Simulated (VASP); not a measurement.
# ZnO (P6_3mc) in VASP: a series of runs, part 2 of 2

VASP 6.6.1. Earlier steps stand in the parts before.

## Step 3: Single point, PBEsol

This run uses another cell than the first one, of 11.31 Å³/atom.

File INCAR:

```
SYSTEM = ZnO
PREC = Accurate ; ENCUT = 910
EDIFF = 1E-6 ; ISMEAR = 0
SIGMA = 0.02 ; LREAL = .FALSE.
LASPH = .TRUE. ; NELM = 120
ALGO = Normal ; ISIF = 2
LWAVE = .FALSE. ; LCHARG = .TRUE.
GGA = PS ; LELF = .TRUE.
LVHAR = .TRUE. ; NBANDS = 26
GGA_COMPAT = .FALSE.
```

File KPOINTS:

```
Automatic mesh
0
G
  12 12 6
  0 0 0
```

File POSCAR:

```
ZnO
1.0
    3.2304736098      0.0000000000      0.0000000000
   -1.6152368049      2.7976722123      0.0000000000
    0.0000000000      0.0000000000      5.0055125860
Zn O
2 2
Direct
    0.6666666667      0.3333333333      0.4946451986
    0.3333333333      0.6666666667     -0.0053548014
    0.6666666667      0.3333333333      0.8856648014
    0.3333333333      0.6666666667      0.3856648014
```

Potentials or basis: VASP PAW PBE potentials, release 64 (Zn, O_h).

On the command line:

```
$ cat potpaw_PBE.64/Zn/POTCAR potpaw_PBE.64/O_h/POTCAR > POTCAR
$ mpirun -np 1 vasp_std > vasp.out
```

OUTCAR:

```text
SYSTEM = ZnO
   PREC = Accurate
   ENCUT = 910
   EDIFF = 1E-6
   ISMEAR = 0
   LREAL = .FALSE.
   LASPH = .TRUE.
   NELM = 120
   ISIF = 2
   GGA = PS

 ion  position               nearest neighbor table
   1  0.667  0.333  0.495-   4 1.94   4 1.94   4 1.94   3 1.96
   2  0.333  0.667  0.995-   3 1.94   3 1.94   3 1.94   4 1.96
   3  0.667  0.333  0.886-   2 1.94   2 1.94   2 1.94   1 1.96
   4  0.333  0.667  0.386-   1 1.94   1 1.94   1 1.94   2 1.96

  LATTYP: Found a hexagonal cell.
 ALAT       =     3.2304736098
 C/A-ratio  =     1.5494671032

  Lattice vectors:

 A1 = (   3.2304736098,   0.0000000000,   0.0000000000)
 A2 = (  -1.6152368049,   2.7976722123,   0.0000000000)
 A3 = (   0.0000000000,   0.0000000000,   5.0055125860)

Analysis of symmetry for initial positions (statically):
=====================================================================
 Subroutine PRICEL returns:
 Original cell was already a primitive cell.

 Routine SETGRP: Setting up the symmetry group for a
 hexagonal supercell.

 Subroutine GETGRP returns: Found 12 space group operations
 (whereof  6 operations were pure point group operations)
 out of a pool of 24 trial point group operations.

The static configuration has the point symmetry C_3v.
 The point group associated with its full space group is C_6v.

Analysis of symmetry for dynamics (positions and initial velocities):
=====================================================================
 Subroutine PRICEL returns:
 Original cell was already a primitive cell.

 Routine SETGRP: Setting up the symmetry group for a
 hexagonal supercell.

 Subroutine GETGRP returns: Found 12 space group operations
 (whereof  6 operations were pure point group operations)
 out of a pool of 24 trial point group operations.
[... 121 lines left out ...]
   ISMEAR =     0;   SIGMA  =   0.02  broadening in eV -4-tet -1-fermi 0-gaus
   EFERMI_NEDOS =   21; number of points for ismear=-14 and -15
   IALGO  =     38    algorithm
   IMIX   =      4    mixing-type and parameters
     AMIX     =   0.40;   BMIX     =  1.00
     AMIX_MAG =   1.60;   BMIX_MAG =  1.00
  volume/ion in A,a.u.               =      11.31        76.32
  Fermi-wavevector in a.u.,A,eV,Ry     =   1.517068  2.866843 31.313758  2.301496
  Thomas-Fermi vector in A             =   2.626373
   LORBIT       =      0    0 simple, 1 ext, 2 COOP (PROOUT), +10 PAW based schemes
   GGA     = PS    functional components
   LHFCALC =     F    Hartree Fock is set to
   AEXX    =    0.0000 exact exchange contribution
   IVDW    =     0    specifies the selected vdW correction
   LEPSILON=     F    determine dielectric tensor
   LRPA    =     F    only Hartree local field effects (RPA)
 non-spin polarized calculation
 Gauss-broadening in eV      SIGMA  =   0.02
  energy-cutoff  :      910.00
  volume of cell :       45.24
 maximum number of plane-waves:      2844
 NGX is ok and might be reduce to    32
   NGX = 15   NGY = 15   NGZ = 25

 number of electron      36.0000000 magnetization

 Free energy of the ion-electron system (eV)
  ---------------------------------------------------
  ext. energy  EPLUGINS =         0.00000000
  ---------------------------------------------------
  free energy    TOTEN  =       -19.35876785 eV

  energy without entropy =      -19.35876785  energy(sigma->0) =      -19.35876785

 E-fermi :   1.9463     XC(G=0): -11.4648

 val. band max:        1.8450026170   @ k =   0.0000   0.0000   0.0000
 cond. band min:       2.6406388923   @ k =   0.0000   0.0000   0.0000
 fundamental gap:      0.7956362753
 Fermi energy:         1.9462949422

 k-point     1 :       0.0000    0.0000    0.0000
  band No.  band energies     occupation
      1     -16.5991      2.00000
      2     -15.7136      2.00000
      3      -4.1426      2.00000
      4      -4.1426      2.00000
      5      -4.1045      2.00000
      6      -3.9725      2.00000
[... 685 lines left out ...]
     25      15.4490      0.00000
     26      15.9744      0.00000

 [... further k-points ...]

------------------------ aborting loop because EDIFF is reached ----------------------------------------

  FORCE on cell =-STRESS in cart. coord.  units (eV):
  Direction    XX          YY          ZZ          XY          YZ          ZX
  --------------------------------------------------------------------------------------
  -------------------------------------------------------------------------------------
  Total        1.6640961      1.6640961      2.6384390      0.0000000      0.0000000      0.0000000
  in kB       58.9355574     58.9355574     93.4428456      0.0000000      0.0000000      0.0000000
  external PRESSURE =      70.4379868 kB  Pullay stress =       0.0000000 kB

 VOLUME and BASIS-vectors are now :
 -----------------------------------------------------------------------------
  energy-cutoff  :      910.00
  volume of cell :       45.24
      direct lattice vectors                 reciprocal lattice vectors
     3.230473610  0.000000000  0.000000000     0.309552134  0.178720008  0.000000000
    -1.615236805  2.797672212  0.000000000     0.000000000  0.357440016  0.000000000
     0.000000000  0.000000000  5.005512586     0.000000000  0.000000000  0.199779739

 POSITION                                       TOTAL-FORCE (eV/Angst)
 -----------------------------------------------------------------------------------
      1.61524      0.93256      2.47595         0.000000     -0.000000     -0.006030
     -0.00000      1.86511      4.97871        -0.000000      0.000000     -0.006030
      1.61524      0.93256      4.43321        -0.000000      0.000000      0.006030
     -0.00000      1.86511      1.93045         0.000000     -0.000000      0.006030
 -----------------------------------------------------------------------------------
    total drift:                               -0.000000      0.000000      0.000915

  FREE ENERGIE OF THE ION-ELECTRON SYSTEM (eV)
  ---------------------------------------------------
  free  energy   TOTEN  =       -19.3587678528 eV

  energy  without entropy=      -19.3587678528  energy(sigma->0) =      -19.35876785
```

OSZICAR:

```text
N       E                     dE             d eps       ncg     rms          rms(c)
DAV:   1     0.390537931007E+03    0.39054E+03   -0.25186E+04  4032   0.297E+03
DAV:   2     0.435590686334E+02   -0.34698E+03   -0.32608E+03  4144   0.551E+02
DAV:   3    -0.189549809538E+02   -0.62514E+02   -0.60387E+02  4654   0.191E+02
DAV:   4    -0.221149613315E+02   -0.31600E+01   -0.31333E+01  4352   0.469E+01
DAV:   5    -0.221441645813E+02   -0.29203E-01   -0.29185E-01  4432   0.460E+00    0.153E+01
DAV:   6    -0.192331450075E+02    0.29110E+01   -0.52770E+00  6610   0.586E+01    0.985E+00
DAV:   7    -0.194080737045E+02   -0.17493E+00   -0.25389E+00  4502   0.154E+01    0.585E+00
DAV:   8    -0.193995265502E+02    0.85472E-02   -0.47884E-01  5468   0.664E+00    0.172E+00
DAV:   9    -0.193572216160E+02    0.42305E-01   -0.75827E-02  5706   0.530E+00    0.435E-01
DAV:  10    -0.193586852558E+02   -0.14636E-02   -0.39092E-02  3998   0.152E+00    0.103E-01
DAV:  11    -0.193587792671E+02   -0.94011E-04   -0.93102E-04  5018   0.446E-01    0.411E-02
DAV:  12    -0.193587689665E+02    0.10301E-04   -0.24349E-04  4678   0.355E-01    0.169E-02
DAV:  13    -0.193587718438E+02   -0.28773E-05   -0.16319E-05  5462   0.924E-02    0.191E-02
DAV:  14    -0.193587678097E+02    0.40341E-05   -0.82276E-06  4622   0.286E-02    0.408E-03
DAV:  15    -0.193587678528E+02   -0.43112E-07   -0.76658E-07  2162   0.813E-03
   1 F= -.19358768E+02 E0= -.19358768E+02  d E =-.189222E-15
```

stdout:

```text
POSCAR found type information on POSCAR ZnO
 POSCAR found :  2 types and       4 ions
 scaLAPACK will be used
 -----------------------------------------------------------------------------
|                                                                             |
|                                                                             |
|     You enforced a specific xc type in the INCAR file but a different       |
|     I HOPE YOU KNOW WHAT YOU ARE DOING!                                     |
|                                                                             |
 -----------------------------------------------------------------------------

 LDA part: xc-table for (Slater+PW92), standard interpolation
 POSCAR, INCAR and KPOINTS ok, starting setup
 FFT: planning ... GRIDC
 FFT: planning ... GRID_SOFT
 FFT: planning ... GRID
 WAVECAR not read
 entering main loop
```

Run time: 2.5 min. Hardware: 1 thread of AMD EPYC 7R13 (Zen 3), shared host; peak memory 0.3 GiB.

Results:

- Free energy: -19.3588 eV
- Pressure: 7.0 GPa
- Largest force: 0.006 eV/Å
- Band gap on the k mesh: 0.80 eV

Forces in eV/Å, atoms in the order of the input:
```
Zn   0.000  0.000 -0.006
Zn   0.000  0.000 -0.006
O    0.000  0.000  0.006
O    0.000  0.000  0.006
```

Caveat: the cutoff is under 1.25 times the usual one of these potentials, so pressure, stress and relaxed cells hold a basis-set (Pulay) error; the cell stands under pressure; the PAW data sets were made with another functional, which shifts forces and pressure a little.

## Step 4: Relaxation of the atoms, PBEsol (strain along c alone, the other axes held: +2.0 %)

File INCAR:

```
SYSTEM = ZnO
ALGO = Normal
EDIFF = 1E-6
EDIFFG = -0.008
ENCUT = 520
GGA = PS
IBRION = 2
ISIF = 2
ISMEAR = 0
LASPH = .TRUE.
LCHARG = .FALSE.
LREAL = .FALSE.
LWAVE = .FALSE.
NELM = 60
NSW = 60
PREC = Accurate
SIGMA = 0.02
```

File KPOINTS:

```
k-points
0
G
  12 12 6
  0 0 0
```

File POSCAR:

```
ZnO
1.0
    3.2304736098      0.0000000000      0.0000000000
   -1.6152368049      2.7976722123      0.0000000000
    0.0000000000      0.0000000000      5.3183571226
Zn O
2 2
Direct
    0.6666666667      0.3333333333      0.5006434761
    0.3333333333      0.6666666667      0.0006434761
    0.6666666667      0.3333333333      0.8796665239
    0.3333333333      0.6666666667      0.3796665239
```

Potentials or basis: VASP PAW PBE potentials, release 64 (Zn, O).

On the command line:

```
$ cat potpaw_PBE.64/Zn/POTCAR potpaw_PBE.64/O/POTCAR > POTCAR
$ mpirun -np 1 vasp_std > vasp.out
```

OUTCAR:

```text
SYSTEM = ZnO
   EDIFF = 1E-6
   EDIFFG = -0.008
   ENCUT = 520
   GGA = PS
   IBRION = 2
   ISIF = 2
   ISMEAR = 0
   LASPH = .TRUE.
   LREAL = .FALSE.
   NELM = 60
   NSW = 60
   PREC = Accurate

 ion  position               nearest neighbor table
   1  0.667  0.333  0.501-   4 1.97   4 1.97   4 1.97   3 2.02
   2  0.333  0.667  0.001-   3 1.97   3 1.97   3 1.97   4 2.02
   3  0.667  0.333  0.880-   2 1.97   2 1.97   2 1.97   1 2.02
   4  0.333  0.667  0.380-   1 1.97   1 1.97   1 1.97   2 2.02

  LATTYP: Found a hexagonal cell.
 ALAT       =     3.2304736098
 C/A-ratio  =     1.6463087971

  Lattice vectors:

 A1 = (   3.2304736098,   0.0000000000,   0.0000000000)
 A2 = (  -1.6152368049,   2.7976722123,   0.0000000000)
 A3 = (   0.0000000000,   0.0000000000,   5.3183571226)

Analysis of symmetry for initial positions (statically):
=====================================================================
 Subroutine PRICEL returns:
 Original cell was already a primitive cell.

 Routine SETGRP: Setting up the symmetry group for a
 hexagonal supercell.

 Subroutine GETGRP returns: Found 12 space group operations
[... 177 lines left out ...]
  Direction    XX          YY          ZZ          XY          YZ          ZX
  --------------------------------------------------------------------------------------
  -------------------------------------------------------------------------------------
  Total       -0.1089224     -0.1089224     -1.3712830      0.0000000     -0.0000000      0.0000000
  in kB       -3.6306757     -3.6306757    -45.7085193      0.0000000     -0.0000000      0.0000000
  external PRESSURE =     -17.6566236 kB  Pullay stress =       0.0000000 kB
[... 63 lines left out ...]
--------------------------------------- Ionic step        3  -------------------------------------------

 number of electron      36.0000037 magnetization

 Free energy of the ion-electron system (eV)
  ---------------------------------------------------
  ext. energy  EPLUGINS =         0.00000000
  ---------------------------------------------------
  free energy    TOTEN  =       -19.40461414 eV

  energy without entropy =      -19.40461414  energy(sigma->0) =      -19.40461414

 E-fermi :   1.0744     XC(G=0): -11.1355

 val. band max:        0.9760154488   @ k =   0.0000   0.0000   0.0000
 cond. band min:       1.6091887538   @ k =   0.0000   0.0000   0.0000
 fundamental gap:      0.6331733050
 Fermi energy:         1.0743646748

 k-point     1 :       0.0000    0.0000    0.0000
  band No.  band energies     occupation
      1     -17.0013      2.00000
      2     -16.3028      2.00000
      3      -4.7623      2.00000
      4      -4.7160      2.00000
      5      -4.6930      2.00000
      6      -4.6930      2.00000
[... 589 lines left out ...]
     21       9.1686      0.00000
     22       9.7408      0.00000

 [... further k-points ...]

------------------------ aborting loop because EDIFF is reached ----------------------------------------

  FORCE on cell =-STRESS in cart. coord.  units (eV):
  Direction    XX          YY          ZZ          XY          YZ          ZX
  --------------------------------------------------------------------------------------
  -------------------------------------------------------------------------------------
  Total       -0.3295823     -0.3295823     -1.0221014      0.0000000      0.0000000      0.0000000
  in kB      -10.9858583    -10.9858583    -34.0693642      0.0000000      0.0000000      0.0000000
  external PRESSURE =     -18.6803603 kB  Pullay stress =       0.0000000 kB
[... 19 lines left out ...]
  FREE ENERGIE OF THE ION-ELECTRON SYSTEM (eV)
  ---------------------------------------------------
  free  energy   TOTEN  =       -19.4046141438 eV

  energy  without entropy=      -19.4046141438  energy(sigma->0) =      -19.40461414

 reached required accuracy - stopping structural energy minimisation
```

OSZICAR:

```text
N       E                     dE             d eps       ncg     rms          rms(c)
DAV:   1     0.284266901023E+03    0.28427E+03   -0.18861E+04  3344   0.237E+03
DAV:   2     0.808178910024E+01   -0.27619E+03   -0.26602E+03  3584   0.437E+02
[... 24 lines left out ...]
DAV:   1    -0.194032596022E+02    0.54057E-03   -0.58423E-01  3344   0.612E+00    0.156E-01
DAV:   2    -0.194046529475E+02   -0.13933E-02   -0.14566E-02  3638   0.107E+00    0.948E-02
DAV:   3    -0.194046268656E+02    0.26082E-04   -0.75787E-05  3988   0.121E-01    0.613E-02
DAV:   4    -0.194046128967E+02    0.13969E-04   -0.55569E-05  3828   0.940E-02    0.622E-03
DAV:   5    -0.194046146683E+02   -0.17716E-05   -0.20819E-05  3368   0.353E-02    0.607E-03
DAV:   6    -0.194046141438E+02    0.52446E-06   -0.53345E-07  1756   0.825E-03
   3 F= -.19404614E+02 E0= -.19404614E+02  d E =-.407594E-02
```

CONTCAR:

```text
ZnO
   1.00000000000000
     3.2304736098000002    0.0000000000000000    0.0000000000000000
    -1.6152368049000001    2.7976722123000002    0.0000000000000000
     0.0000000000000000    0.0000000000000000    5.3183571226000002
  Zn              O
     2     2
Direct
     0.6666666667000030    0.3333333332999970    0.5030042548931213
     0.3333333332999970    0.6666666667000030    0.0030042548931213
     0.6666666667000030    0.3333333332999970    0.8773057451068802
     0.3333333332999970    0.6666666667000030    0.3773057451068803

  0.00000000E+00  0.00000000E+00  0.00000000E+00
  0.00000000E+00  0.00000000E+00  0.00000000E+00
  0.00000000E+00  0.00000000E+00  0.00000000E+00
  0.00000000E+00  0.00000000E+00  0.00000000E+00
```

Run time: 3.2 min. Hardware: 1 thread of Intel Xeon 8259CL, shared host; peak memory 0.21 GiB.

What came out:

- Free energy: -19.4046 eV
- Energy gained by relaxing: 1.0 meV/atom
- Ionic steps: 3
- Pressure after relaxing: -1.9 GPa
- Largest force after relaxing: 0.006 eV/Å
- Band gap on the k mesh: 0.63 eV

Forces on the atoms (eV/Å):
```
Zn   0.000  0.000  0.006
Zn   0.000  0.000  0.006
O    0.000  0.000 -0.006
O    0.000  0.000 -0.006
```

Step by step:
| step | energy change (eV) | largest force (eV/Å) | pressure (GPa) |
| --- | --- | --- | --- |
| 1 | 0.0000 | 0.1516 | -1.77 |
| 2 | -0.0033 | 0.0689 | -1.88 |
| 3 | -0.0041 | 0.0063 | -1.87 |

Final structure:
```
CELL_PARAMETERS angstrom
3.23047 0.00000 0.00000
-1.61524 2.79767 0.00000
0.00000 0.00000 5.31836
ATOMIC_POSITIONS crystal
Zn 0.66667 0.33333 0.50300
Zn 0.33333 0.66667 0.00300
O 0.66667 0.33333 0.87731
O 0.33333 0.66667 0.37731
```

Levels at points of the mesh, in eV from the valence-band top:
| k point | band 15 | band 16 | band 17 | band 18 | band 19 | band 20 | band 21 | band 22 |
| --- | --- | --- | --- | --- | --- | --- | --- | --- |
| (0.00, 0.00, 0.00) | -0.78 | -0.11 | 0.00 | 0.00 | 0.63 | 5.16 | 7.87 | 12.91 |
| (0.50, 0.00, 0.00) | -2.85 | -2.21 | -1.35 | -0.80 | 5.65 | 6.71 | 7.25 | 8.47 |
| (0.00, 0.00, 0.50) | -0.39 | -0.39 | -0.39 | -0.39 | 3.30 | 3.30 | 9.77 | 9.77 |
| (0.50, 0.00, 0.50) | -1.47 | -1.47 | -1.46 | -1.46 | 5.50 | 5.50 | 8.29 | 8.29 |

Caveat: the cell differs from its parent crystal (strain along c alone, the other axes held: +2.0 %); the PAW data sets were made with another functional, which shifts forces and pressure a little.

## Step 5: Overview

```tsv
task	potentials or basis	cell	cutoff (eV)	gap on the mesh (eV)	pressure (GPa)	largest force (eV/Å)
single point	VASP PAW PBE potentials, release 64 (Zn, O)	a = 3.182, b = 3.182, c = 5.527 Å, angles 90.0, 90.0, 120.0°, 4 atoms, atomic positions A	520	0.51	-3.2	0.13
single point	VASP PAW PBE potentials, release 64 (Zn, O_h)	a = 3.230, b = 3.230, c = 5.006 Å, angles 90.0, 90.0, 120.0°, 4 atoms, atomic positions B	910	0.80	7.0	0.01
relaxation of the atoms	VASP PAW PBE potentials, release 64 (Zn, O)	atoms relaxed from a = 3.230, b = 3.230, c = 5.318 Å, angles 90.0, 90.0, 120.0°, 4 atoms, atomic positions C	520	0.63	-1.9	0.01
```

Alike in all rows: level PBEsol; no spin polarisation; k mesh 12 × 12 × 6; smearing gaussian 0.02 eV.

Caveats: the PAW data sets were made with another functional, which shifts forces and pressure a little; the cell stands under tension (at least some runs); the cutoff is under 1.25 times the usual one of these potentials, so pressure, stress and relaxed cells hold a basis-set (Pulay) error (at least some runs); the cell stands under pressure (at least some runs).

Absolute energies hang on the potentials; compare differences alone.
